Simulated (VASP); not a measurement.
Wanted: the native input for a VASP 6.6.1 run.

```yaml
Task: relaxation of cell and atoms
Functional: BLYP
Potentials_or_basis: VASP PAW PBE potentials, release 64 (Ga_d)
Cutoff: 600 eV
k_mesh: 9 × 9 × 9
Occupations: fermi-dirac, width 0.1 eV
Spin: no spin polarisation
Dipole_correction: no
Further_INCAR_settings: ALGO = Normal; EDIFF = 1e-07; IBRION = 2; EDIFFG = -0.01; NSW = 80; ISIF = 3
```

The structure of Ga lies in POSCAR:

```
Ga
1.0
    0.0000000000      2.9796103622      2.9796103622
    2.9796103622      0.0000000000      2.9796103622
    2.9796103622      2.9796103622      0.0000000000
Ga
2
Direct
    0.1250000000      0.1250000000      0.1250000000
    0.8750000000      0.8750000000      0.8750000000
```

The input as run:

INCAR

```
PREC = Accurate
ENCUT = 600
EDIFF = 1E-7
ISMEAR = -1
SIGMA = 0.1
LREAL = F
LASPH = T
NELM = 100
ALGO = Normal
ISIF = 3
LWAVE = F
LCHARG = F
GGA = B5
ALDAX = 1.0
AGGAX = 1.0
AGGAC = 1.0
ALDAC = 0.0
IBRION = 2
NSW = 80
EDIFFG = -0.01
```

KPOINTS

```
regular mesh
0
Gamma
  9 9 9
```

Potentials or basis: VASP PAW PBE potentials, release 64 (Ga_d).

Command:

```console
$ cat potpaw_PBE.64/Ga_d/POTCAR > POTCAR
$ mpirun -np 1 vasp_std > vasp.out
```

Results of the run:

- Relaxed volume: 27.64 Å³/atom
- Relaxed cell: a = 4.276 Å, b = 4.276 Å, c = 4.276 Å, α = 60.00°, β = 60.00°, γ = 60.00°
- Space group after relaxing (to 0.05 Å): Fd-3m (No. 227)
- Energy gained by relaxing: 4.9 meV/atom
- Ionic steps: 3
- Pressure after relaxing: 0.0 GPa
- Band gap on the k mesh: zero (band 13 reaches 4.97 eV, above the bottom of band 14 at 1.68 eV)

Caveat: the PAW data sets were made with another functional, which shifts forces and pressure a little.

It took 2.5 min on 1 thread of Intel(R) Xeon(R) Platinum 8488C (Sapphire Rapids), on a shared host, peak memory 0.22 GiB.
